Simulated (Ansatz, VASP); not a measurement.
## Hf in VASP and in Ansatz

File INCAR:

```
PREC     = Accurate       # precision mode
ENCUT    = 500            # plane-wave cutoff, eV
EDIFF    = 1E-7           # SCF threshold, eV
ISMEAR   = -1             # smearing method
SIGMA    = 0.08           # smearing width, eV
LREAL    = F              # projectors in reciprocal space
LASPH    = T              # aspherical terms in the spheres
NELM     = 120            # most SCF steps
ALGO     = Normal         # electronic algorithm
ISIF     = 3              # what is computed and relaxed
LWAVE    = F              # write WAVECAR
LCHARG   = F              # write CHGCAR
GGA      = CA             # functional
IBRION   = 2              # ionic algorithm
NSW      = 60             # ionic steps
EDIFFG   = -0.005         # ionic threshold
GGA_COMPAT= F            
NELMIN   = 4
```

KPOINTS

```
Automatic mesh
0
Gamma
  16 16 9
```

File POSCAR:

```
Hf
1.0
    3.1687855324      0.0000000000      0.0000000000
   -1.5843927662      2.7442487702      0.0000000000
    0.0000000000      0.0000000000      5.1334325625
Hf
2
Direct
    0.3333333333      0.6666666667      0.2500000000
    0.6666666667      0.3333333333      0.7500000000
```

Input for Ansatz:

```yaml
crystal:
  lattice:
    - [3.1687855324, 0.0, 0.0]
    - [-1.5843927662, 2.7442487702, 0.0]
    - [0.0, 0.0, 5.1334325625]
  atoms:
    - { symbol: Hf, position: [0.3333333333, 0.6666666667, 0.25] }
    - { symbol: Hf, position: [0.6666666667, 0.3333333333, 0.75] }
kpoints:
  mp_grid: { grid: [16, 16, 9] }
scf:
  occupations: { method: fermi_dirac, width: 0.08 }
hamiltonian:
  xc: lda
  pseudopotentials: { kind: paw }
output:
  forces: true
  stress: true
relax:
  f_tol: 0.005
  max_steps: 40
  cell: {}
```

Alike in both runs: task relaxation of cell and atoms; functional LDA; k mesh 16 × 16 × 9; occupations fermi-dirac, width 0.08 eV; no spin polarisation.

```csv
,VASP,Ansatz
version,VASP 6.6.1,Ansatz 0.2.0
potentials or method,"VASP PAW LDA potentials, release 64 (Hf_pv)","PAW with Ansatz's default frozen-core files, scalar-relativistic"
plane-wave cutoff (eV),500,420
valence electrons in the cell,20,52
```

Ansatz gave:

```
relaxed volume (Å³/atom)                                     : 20.82
relaxed cell length with the largest relative difference (Å) : 3.118
```

Task: Estimate VASP's values.

Result: Relaxed volume (Å³/atom): 20.84; relaxed cell length with the largest relative difference (Å): 3.119.

LDA's correlation is that of Perdew and Zunger in VASP and of Perdew and Wang (1992) in Ansatz. VASP's potentials hold 20 valence electrons a cell and Ansatz's 52, so a difference there can come from the potentials and not from the codes.

Spin-orbit coupling is off throughout.
